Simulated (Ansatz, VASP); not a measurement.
## Si: VASP beside Ansatz

```
Si
1.0
     2.69083    0.00000    0.00000
    -1.34542    2.33033    0.00000
     0.00000    0.00000    4.54174
Si
2
Direct
  0.33333 0.66667 0.25000
  0.66667 0.33333 0.75000
```

Change from the starting cell: strain +0.015 along x and y, +0.000 along z, atoms carried along.

Alike in both runs: task single point; functional LDA; k mesh 24 × 24 × 14; occupations gaussian, width 0.15 eV; no spin polarisation.

|  | VASP | Ansatz |
| --- | --- | --- |
| version | VASP 6.6.1 | Ansatz 0.2.0 |
| potentials or method | VASP PAW LDA potentials, release 64 (Si), cutoff 520 eV | scalar-relativistic, plane waves, PAW |
| valence electrons in the cell | 8 | 8 |

```csv
,VASP,Ansatz,Ansatz less VASP
gap on the k mesh at the Fermi level (eV),none,none,-
pressure (GPa),-2.7,-2.7,-0.05
"traceless stress, the component that is largest in VASP (GPa)",0.88,0.88,-0.006
```

LDA's correlation is that of Perdew and Zunger in VASP and of Perdew and Wang (1992) in Ansatz. A gap of «none» marks a metal or a gap that the smearing closes.
